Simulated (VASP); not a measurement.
# Al3Ga5N8 (P1) in VASP: a series of runs

Al3Ga5N8 is run at these levels: PBEsol; tasks: single point.

All numbers are computed with VASP 6.6.1; they aren't measurements. Logs are shortened: lines on timing, memory, paths and dates and some standing lists are left out, and cuts for length are marked.

### Step 1. The cell of the first run

The typed cell holds 16 atoms: a = 8.905 Å, b = 4.452 Å, c = 4.452 Å, α = 90.00°, β = 90.00°, γ = 90.00°.

### Step 2. Single point, PBEsol

INCAR

```
SYSTEM = Al3Ga5N8
PREC = Accurate
ENCUT = 520
EDIFF = 1E-6
ISMEAR = -1
SIGMA = 0.05
LREAL = Auto
LASPH = .True.
NELM = 60
ALGO = Normal
ISIF = 2
LWAVE = .False.
LCHARG = .False.
GGA = PS
NBANDS = 71
```

KPOINTS

```
Automatic mesh
0
Gamma
  2 2 2
  0.5 0.5 0.5
```

POSCAR

```
Al3Ga5N8
1.0
    8.9047390000      0.0000000000      0.0000000000
    0.0000000000      4.4523690000      0.0000000000
    0.0000000000      0.0000000000      4.4523690000
Al Ga N
3 5 8
Direct
    0.9983490000      0.0327150000      0.9981750000
    0.2394760000      0.4723400000      0.0248540000
    0.0035270000      0.5176500000      0.5134490000
    0.5227560000      0.9939750000      0.0124230000
    0.7518820000      0.4633230000      0.0052980000
    0.2346150000      0.9812850000      0.5191070000
    0.7502360000      0.0091840000      0.5020700000
    0.5025700000      0.5216100000      0.5539270000
    0.1385130000      0.2357930000      0.2279170000
    0.6321250000      0.2733250000      0.2267280000
    0.3603020000      0.7437320000      0.2064650000
    0.8664370000      0.7289880000      0.2332490000
    0.3715650000      0.2500870000      0.7651040000
    0.8709530000      0.2687880000      0.7416810000
    0.1324780000      0.7366490000      0.7366270000
    0.6063030000      0.7290670000      0.7828900000
```

Potentials or basis: VASP PAW PBE potentials, release 64 (Al, Ga_d, N).

Launch:

```bash
$ cat potpaw_PBE.64/Al/POTCAR potpaw_PBE.64/Ga_d/POTCAR potpaw_PBE.64/N/POTCAR > POTCAR
$ mpirun -np 1 vasp_std > vasp.out
```

OUTCAR:

```text
SYSTEM = Al3Ga5N8
   PREC = Accurate
   ENCUT = 520
   EDIFF = 1E-6
   ISMEAR = -1
   LREAL = Auto
   LASPH = .True.
   NELM = 60
   ISIF = 2
   GGA = PS

 ion  position               nearest neighbor table
   1  0.998  0.033  0.998-   9 1.85  14 1.92  12 2.07  15 2.13   2 2.91   5 2.91   6 3.00   3 3.05
                             7 3.13   6 3.14   3 3.15   3 3.15   3 3.24   2 3.29
   2  0.239  0.472  0.025-   9 1.65  11 1.81  13 1.92  15 1.98   1 2.91   3 3.03   6 3.10   3 3.10
                             6 3.14   1 3.29
   3  0.004  0.518  0.513-  15 1.80  14 1.91  12 1.98   9 2.15   6 2.91   2 3.03   1 3.05   2 3.10
                             5 3.14   1 3.15   1 3.15   1 3.24
   4  0.523  0.994  0.012-  16 1.73  10 1.85  11 2.02  13 2.08   5 2.92
   5  0.752  0.463  0.005-  10 1.68  14 1.80  12 1.86  16 2.02   1 2.91   4 2.92   3 3.14
   6  0.235  0.981  0.519-  15 1.72   9 1.92  13 2.03  11 2.08   3 2.91   1 3.00   2 3.10   2 3.14
                             1 3.14
   7  0.750  0.009  0.502-  14 1.91  10 2.00  12 2.01  16 2.18   1 3.13
   8  0.503  0.522  0.554-  16 1.66  13 1.93  10 2.16  11 2.23
   9  0.139  0.236  0.228-   2 1.65   1 1.85   6 1.92   3 2.15
  10  0.632  0.273  0.227-   5 1.68   4 1.85   7 2.00   8 2.16
  11  0.360  0.744  0.206-   2 1.81   4 2.02   6 2.08   8 2.23
  12  0.866  0.729  0.233-   5 1.86   3 1.98   7 2.01   1 2.07
  13  0.372  0.250  0.765-   2 1.92   8 1.93   6 2.03   4 2.08
  14  0.871  0.269  0.742-   5 1.80   7 1.91   3 1.91   1 1.92
  15  0.132  0.737  0.737-   6 1.72   3 1.80   2 1.98   1 2.13
  16  0.606  0.729  0.783-   8 1.66   4 1.73   5 2.02   7 2.18

  LATTYP: Found a simple tetragonal cell.
 ALAT       =     4.4523690000
 C/A-ratio  =     2.0000002246

  Lattice vectors:

 A1 = (   0.0000000000,   4.4523690000,   0.0000000000)
 A2 = (   0.0000000000,   0.0000000000,   4.4523690000)
 A3 = (   8.9047390000,   0.0000000000,   0.0000000000)

Analysis of symmetry for initial positions (statically):
=====================================================================
 Subroutine PRICEL returns:
 Original cell was already a primitive cell.

 Routine SETGRP: Setting up the symmetry group for a
 simple tetragonal supercell.

 Subroutine GETGRP returns: Found  1 space group operations
 (whereof  1 operations were pure point group operations)
 out of a pool of 16 trial point group operations.

The static configuration has the point symmetry C_1 .

Analysis of symmetry for dynamics (positions and initial velocities):
=====================================================================
 Subroutine PRICEL returns:
 Original cell was already a primitive cell.

 Routine SETGRP: Setting up the symmetry group for a
 simple tetragonal supercell.

 Subroutine GETGRP returns: Found  1 space group operations
 (whereof  1 operations were pure point group operations)
 out of a pool of 16 trial point group operations.

The dynamic configuration has the point symmetry C_1 .

 Subroutine INISYM returns: Found  1 space group operations
 (whereof  1 operations are pure point group operations),
 and found     1 'primitive' translations

----------------------------------------------------------------------------------------

                                     Primitive cell

  volume of cell :     176.5239

  direct lattice vectors                    reciprocal lattice vectors
     8.904739000  0.000000000  0.000000000     0.112299754  0.000000000  0.000000000
     0.000000000  4.452369000  0.000000000     0.000000000  0.224599533  0.000000000
     0.000000000  0.000000000  4.452369000     0.000000000  0.000000000  0.224599533

  length of vectors
     8.904739000  4.452369000  4.452369000     0.112299754  0.224599533  0.224599533

  position of ions in fractional coordinates (direct lattice)
     0.998349000  0.032715000  0.998175000
     0.239476000  0.472340000  0.024854000
     0.003527000  0.517650000  0.513449000
     0.522756000  0.993975000  0.012423000
     0.751882000  0.463323000  0.005298000
     0.234615000  0.981285000  0.519107000
[... 8 lines left out ...]
     0.132478000  0.736649000  0.736627000
     0.606303000  0.729067000  0.782890000

  ion indices of the primitive-cell ions
   primitive index   ion index
                 1           1
                 2           2
                 3           3
                 4           4
                 5           5
                 6           6
[... 8 lines left out ...]
                15          15
                16          16

----------------------------------------------------------------------------------------

 KPOINTS: Automatic mesh

Automatic generation of k-mesh.
 Grid dimensions read from file:
 generate k-points for:    2    2    2

 Generating k-lattice:

  Cartesian coordinates                     Fractional coordinates (reciprocal lattice)
     0.056149877  0.000000000  0.000000000     0.500000000  0.000000000  0.000000000
     0.000000000  0.112299767  0.000000000     0.000000000  0.500000000  0.000000000
     0.000000000  0.000000000  0.112299767     0.000000000  0.000000000  0.500000000

  Length of vectors
     0.056149877  0.112299767  0.112299767

  Shift w.r.t. Gamma in fractional coordinates (k-lattice)
     0.500000000  0.500000000  0.500000000

 Subroutine IBZKPT returns following result:
 ===========================================

 Found      4 irreducible k-points:

 Following reciprocal coordinates:
            Coordinates               Weight
  0.250000  0.250000  0.250000      2.000000
  0.250000 -0.250000  0.250000      2.000000
  0.250000 -0.250000 -0.250000      2.000000
  0.250000  0.250000 -0.250000      2.000000
   k-points           NKPTS =      4   k-points in BZ     NKDIM =      4   number of bands    NBANDS=     71
   number of dos      NEDOS =    301   number of ions     NIONS =     16
   total plane-waves  NPLWV =  90720
   dimension x,y,z NGX =    70 NGY =   36 NGZ =   36
   dimension x,y,z NGXF=   140 NGYF=   72 NGZF=   72
   ions per type =               3   5   8
   NGX,Y,Z   is equivalent  to a cutoff of  13.07, 13.44, 13.44 a.u.
   NGXF,Y,Z  is equivalent  to a cutoff of  26.14, 26.88, 26.88 a.u.
 SYSTEM =  Al3Ga5N8
   PREC   = accura    normal or accurate (medium, high low for compatibility)
   ISTART =      0    job   : 0-new  1-cont  2-samecut
   ICHARG =      2    charge: 1-file 2-atom 10-const
   ISPIN  =      1    spin polarized calculation?
   LNONCOLLINEAR =      F non collinear calculations
   LSORBIT =      F    spin-orbit coupling
   LASPH  =      T    aspherical Exc in radial PAW
   ENCUT  =  520.0 eV  38.22 Ry    6.18 a.u.  16.56  8.28  8.28*2*pi/ulx,y,z
   NELM   =     60;   NELMIN=  2; NELMDL= -5     # of ELM steps
   EDIFF  = 0.1E-05   stopping-criterion for ELM
   LREAL  =      T    real-space projection
   EDIFFG = 0.1E-04   stopping-criterion for IOM
   NSW    =      0    number of steps for IOM
[... 5 lines left out ...]
   TEBEG  =    0.0;   TEEND  =   0.0 temperature during run
   PSTRESS=    0.0 pullay stress
   NELECT =     114.0000    total number of electrons
   NUPDOWN=      -1.0000    fix difference up-down
   EMIN   =  10.00;   EMAX   =-10.00  energy-range for DOS
   EFERMI =   0.00;   METHOD = LEGACY
   ISMEAR =    -1;   SIGMA  =   0.05  broadening in eV -4-tet -1-fermi 0-gaus
   EFERMI_NEDOS =   21; number of points for ismear=-14 and -15
   IALGO  =     38    algorithm
   IMIX   =      4    mixing-type and parameters
     AMIX     =   0.40;   BMIX     =  1.00
     AMIX_MAG =   1.60;   BMIX_MAG =  1.00
  volume/ion in A,a.u.               =      11.03        74.45
  Fermi-wavevector in a.u.,A,eV,Ry     =   1.415061  2.674078 27.244289  2.002399
  Thomas-Fermi vector in A             =   2.536539
   LORBIT       =      0    0 simple, 1 ext, 2 COOP (PROOUT), +10 PAW based schemes
   GGA     = PS    functional components
   LHFCALC =     F    Hartree Fock is set to
   AEXX    =    0.0000 exact exchange contribution
   IVDW    =     0    specifies the selected vdW correction
   LEPSILON=     F    determine dielectric tensor
   LRPA    =     F    only Hartree local field effects (RPA)
 non-spin polarized calculation
  energy-cutoff  :      520.00
  volume of cell :      176.52
 maximum number of plane-waves:      4762
 NGX is ok and might be reduce to    70
   NGX = 33   NGY = 17   NGZ = 17

 number of electron     114.0000022 magnetization

 Free energy of the ion-electron system (eV)
  ---------------------------------------------------
  ext. energy  EPLUGINS =         0.00000000
  ---------------------------------------------------
  free energy    TOTEN  =      -106.39420543 eV

  energy without entropy =     -106.39420543  energy(sigma->0) =     -106.39420543

 E-fermi :   7.6058     XC(G=0): -11.6329

 val. band max:        6.3835654496   @ k =   0.2500   0.2500   0.2500
 cond. band min:       9.3067635512   @ k =   0.2500  -0.2500  -0.2500
 fundamental gap:      2.9231981016
 Fermi energy:         7.6057893296

 k-point     1 :       0.2500    0.2500    0.2500
  band No.  band energies     occupation
      1     -10.5870      2.00000
      2     -10.1997      2.00000
      3      -9.9961      2.00000
      4      -9.4693      2.00000
      5      -9.0434      2.00000
      6      -8.7872      2.00000
[... 61 lines left out ...]
     68      13.2847      0.00000
     69      13.5093      0.00000

 k-point     2 :       0.2500   -0.2500    0.2500
  band No.  band energies     occupation
      1     -10.6168      2.00000
      2     -10.1792      2.00000
      3      -9.9846      2.00000
      4      -9.4692      2.00000
      5      -9.0966      2.00000
      6      -8.7854      2.00000
[... 61 lines left out ...]
     68      13.3025      0.00000
     69      13.7286      0.00000

 k-point     3 :       0.2500   -0.2500   -0.2500
  band No.  band energies     occupation
      1     -10.5881      2.00000
      2     -10.1976      2.00000
      3      -9.9983      2.00000
      4      -9.4657      2.00000
      5      -9.0442      2.00000
      6      -8.7874      2.00000
[... 61 lines left out ...]
     68      13.3002      0.00000
     69      13.5471      0.00000

 k-point     4 :       0.2500    0.2500   -0.2500
  band No.  band energies     occupation
      1     -10.6156      2.00000
      2     -10.1787      2.00000
      3      -9.9878      2.00000
      4      -9.4682      2.00000
      5      -9.0965      2.00000
      6      -8.7863      2.00000
[... 61 lines left out ...]
     68      13.3903      0.00000
     69      13.7386      0.00000
 [bands above 69 left out]

------------------------ aborting loop because EDIFF is reached ----------------------------------------

  FORCE on cell =-STRESS in cart. coord.  units (eV):
  Direction    XX          YY          ZZ          XY          YZ          ZX
  --------------------------------------------------------------------------------------
  -------------------------------------------------------------------------------------
  Total        8.7094234     14.1177152     11.9065993     11.7761411      1.9916181     -3.6872682
  in kB       79.0490203    128.1361006    108.0674303    106.8833574     18.0764500    -33.4666171
  external PRESSURE =     105.0841837 kB  Pullay stress =       0.0000000 kB

 VOLUME and BASIS-vectors are now :
 -----------------------------------------------------------------------------
  energy-cutoff  :      520.00
  volume of cell :      176.52
      direct lattice vectors                 reciprocal lattice vectors
     8.904739000  0.000000000  0.000000000     0.112299754  0.000000000  0.000000000
     0.000000000  4.452369000  0.000000000     0.000000000  0.224599533  0.000000000
     0.000000000  0.000000000  4.452369000     0.000000000  0.000000000  0.224599533

 POSITION                                       TOTAL-FORCE (eV/Angst)
 -----------------------------------------------------------------------------------
      8.89004      0.14566      4.44424         0.045027     -2.620897     -0.094319
      2.13247      2.10303      0.11066         4.363260      3.231094     -3.790144
      0.03141      2.30477      2.28606        -0.754425     -0.793639     -2.007823
      4.65501      4.42554      0.05531        -5.582823      1.633752      1.629926
      6.69531      2.06288      0.02359         1.106561      4.409324     -1.904637
      2.08919      4.36904      2.31126         5.082342      2.219695     -2.765290
[... 8 lines left out ...]
      1.17968      3.27983      3.27974        -3.795592     -1.559021      3.585100
      5.39897      3.24608      3.48572         7.090837      2.127407     -0.116868
 -----------------------------------------------------------------------------------
    total drift:                               -0.006271      0.003992     -0.002263

  FREE ENERGIE OF THE ION-ELECTRON SYSTEM (eV)
  ---------------------------------------------------
  free  energy   TOTEN  =      -106.3942054296 eV

  energy  without entropy=     -106.3942054296  energy(sigma->0) =     -106.39420543
```

Run time: 3.1 min. Hardware: 1 thread of Intel Xeon 8259CL, shared host; peak memory 0.3 GiB.

What came out:

| Quantity | Value |
| --- | --- |
| Free energy | -106.3942 eV |
| Pressure | 10.5 GPa |
| Largest force | 8.655 eV/Å |
| Band gap on the k mesh | 2.92 eV |

Forces in eV/Å, atoms in the order of the input:
```
Al   0.045 -2.621 -0.094
Al   4.363  3.231 -3.790
Al  -0.754 -0.794 -2.008
Ga  -5.583  1.634  1.630
Ga   1.107  4.409 -1.905
Ga   5.082  2.220 -2.765
Ga  -0.744 -1.257 -0.731
Ga  -5.306 -3.667 -5.771
N   -5.435 -1.484  3.452
N   -2.603 -3.210  5.336
N    1.621  0.852  3.121
N    2.428  2.301  1.358
N   -0.001 -0.659 -0.442
N    2.484 -1.523 -0.858
N   -3.796 -1.559  3.585
N    7.091  2.127 -0.117
```

Stress tensor (GPa, compression positive):
```
 7.90 10.69 -3.35
10.69 12.81  1.81
-3.35  1.81 10.81
```

Caveat: the k points lie up to 0.71 Å⁻¹ apart; the PAW data sets were made with another functional, which shifts forces and pressure a little; a shifted mesh leaves out Γ, where band edges can lie. A k mesh can miss the band edges.

### Step 3. Single point, PBEsol

INCAR

```
PREC = Accurate ; ENCUT = 520
EDIFF = 1E-6 ; ISMEAR = -1
SIGMA = 0.05 ; LREAL = Auto
LASPH = T ; NELM = 100
ALGO = Normal ; ISIF = 2
LWAVE = F ; LCHARG = F
GGA = PS ; NBANDS = 71
```

KPOINTS

```
regular mesh
0
Gamma
  2 2 2
```

POSCAR is that of step 2.

Potentials or basis: VASP PAW PBE potentials, release 64 (Al, Ga_d, N).

Launch:

```bash
$ cat potpaw_PBE.64/Al/POTCAR potpaw_PBE.64/Ga_d/POTCAR potpaw_PBE.64/N/POTCAR > POTCAR
$ mpirun -np 1 vasp_std > vasp.out
```

Run time: 6 min. Hardware: 1 thread of Intel Xeon 8259CL, shared host; peak memory 0.32 GiB.

Results (log left out):

```yaml
Free_energy: -106.4341 eV
Pressure: 10.2 GPa
Largest_force: 8.661 eV/Å
Band_gap_on_the_k_mesh: 1.13 eV (least direct gap 1.23 eV)
```

Forces in eV/Å, atoms in the order of the input:
```
Al   0.071 -2.622 -0.081
Al   4.377  3.244 -3.787
Al  -0.726 -0.789 -2.013
Ga  -5.582  1.625  1.634
Ga   1.117  4.407 -1.892
Ga   5.037  2.218 -2.768
Ga  -0.720 -1.267 -0.735
Ga  -5.328 -3.663 -5.763
N   -5.463 -1.496  3.450
N   -2.616 -3.199  5.330
N    1.659  0.817  3.093
N    2.417  2.305  1.366
N    0.037 -0.611 -0.416
N    2.494 -1.533 -0.869
N   -3.867 -1.568  3.571
N    7.094  2.130 -0.121
```

Stress tensor (GPa, compression positive):
```
 8.23 10.71 -3.36
10.71 12.24  1.73
-3.36  1.73 10.20
```

Levels at points of the mesh, in eV from the valence-band top:
| k point | band 54 | band 55 | band 56 | band 57 | band 58 | band 59 | band 60 | band 61 |
| --- | --- | --- | --- | --- | --- | --- | --- | --- |
| (0.00, 0.00, 0.00) | -2.02 | -0.91 | -0.44 | -0.10 | 1.13 | 1.68 | 2.11 | 2.21 |
| (0.50, 0.00, 0.00) | -1.84 | -1.67 | -0.50 | -0.13 | 1.95 | 2.29 | 2.40 | 2.55 |
| (0.00, 0.50, 0.00) | -1.68 | -1.48 | -1.26 | -0.82 | 3.32 | 3.59 | 4.22 | 4.56 |
| (0.00, 0.00, 0.50) | -1.66 | -1.37 | -1.15 | -0.87 | 3.34 | 3.72 | 4.27 | 4.50 |
| (0.50, 0.50, 0.00) | -1.69 | -1.52 | -1.42 | -0.90 | 3.61 | 3.92 | 4.15 | 4.54 |
| (0.50, 0.00, 0.50) | -1.66 | -1.43 | -1.38 | -0.93 | 3.73 | 3.90 | 4.07 | 4.62 |
| (0.00, 0.50, 0.50) | -1.43 | -1.17 | -0.40 | 0.00 | 3.13 | 4.14 | 4.18 | 4.62 |
| (0.50, 0.50, 0.50) | -1.82 | -1.52 | -0.43 | -0.02 | 3.40 | 4.43 | 4.61 | 4.98 |

Caveat: the k points lie up to 0.71 Å⁻¹ apart; the PAW data sets were made with another functional, which shifts forces and pressure a little. A k mesh can miss the band edges.
